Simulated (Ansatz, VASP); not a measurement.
# BN: VASP beside Ansatz

POSCAR

```
BN
1.0
    2.5539396017      0.0000000000      0.0000000000
   -1.2769698009      2.2117765748      0.0000000000
    0.0000000000      0.0000000000      4.2268550000
N B
2 2
Direct
    0.3333333333      0.6666666667      0.1252760000
    0.6666666667      0.3333333333      0.6252760000
    0.3333333333      0.6666666667      0.4997240000
    0.6666666667      0.3333333333      0.9997240000
```

Contents of INCAR.step1:

```
SYSTEM = BN
ALGO = Normal
EDIFF = 1E-5
ENCUT = 520
GGA = PE
ISIF = 2
ISMEAR = -1
LASPH = .TRUE.
LREAL = .FALSE.
LWAVE = .TRUE.
NBANDS = 16
NELM = 60
PREC = Accurate
SIGMA = 0.05
```

INCAR.step2

```
SYSTEM = BN
AEXX = 0.25
ALGO = Normal
EDIFF = 1E-6
ENCUT = 520
GGA = PE
HFSCREEN = 0.6
ISIF = 2
ISMEAR = -1
ISTART = 1
LASPH = .TRUE.
LCHARG = .TRUE.
LELF = .TRUE.
LHFCALC = .TRUE.
LREAL = .FALSE.
LVHAR = .TRUE.
LWAVE = .FALSE.
NBANDS = 16
NELM = 60
PREC = Accurate
PRECFOCK = Normal
SIGMA = 0.05
```

Contents of KPOINTS:

```
k-points
0
G
  6 6 3
  0 0 0
```

input.yaml

```yaml
crystal:
  lattice:
    - [2.5539396017, 0.0, 0.0]
    - [-1.2769698009, 2.2117765748, 0.0]
    - [0.0, 0.0, 4.226855]
  atoms:
    - { symbol: "N", position: [0.3333333333, 0.6666666667, 0.125276] }
    - { symbol: "N", position: [0.6666666667, 0.3333333333, 0.625276] }
    - { symbol: B, position: [0.3333333333, 0.6666666667, 0.499724] }
    - { symbol: B, position: [0.6666666667, 0.3333333333, 0.999724] }
hamiltonian:
  xc: { exchange: pbe, correlation: pbe, exx: { coeff: 0.25, omega: 0.6 } }
  pseudopotentials: { kind: paw }
kpoints:
  mp_grid: { grid: [6, 6, 3] }
scf:
  occupations: { method: fermi_dirac, width: 0.05 }
output:
  forces: true
  stress: true
  eigenvalues: true
```

Alike in both runs: task single point; functional PBE-based screened hybrid with a share of 0.25 of exact exchange and HFSCREEN = 0.6; k mesh 6 × 6 × 3; occupations fermi-dirac, width 0.05 eV; no spin polarisation.

```csv
,VASP,Ansatz
version,VASP 6.6.1,Ansatz 0.2.0
potentials or method,"VASP PAW PBE potentials, release 64 (N, B)",Ansatz PAW
plane-wave cutoff (eV),520,420
valence electrons in the cell,16,16
```

Ansatz gave:

- gap on the k mesh at the Fermi level (eV): 5.81
- least direct gap on the mesh (eV): 9.05
- pressure (GPa): -7.1
- traceless stress, the component that is largest in VASP (GPa): -0.73
- rms of the force components (eV/Å): 0.023

Question: Which values does VASP return?

Answer: gap on the k mesh at the Fermi level (eV): 5.79; least direct gap on the mesh (eV): 9.04; pressure (GPa): -6.7; traceless stress, the component that is largest in VASP (GPa): -0.75; rms of the force components (eV/Å): 0.021.

VASP's potentials were made for PBE, not for PBE-based screened hybrid. Atom by atom the forces differ by 0.002 eV/Å (rms over components).

The k mesh is coarse, so the values compare programs but aren't converged. Noted on Ansatz's run: odd divisions of the mesh miss points on the zone boundary, where band edges often lie, so the gap on the mesh can be too wide.
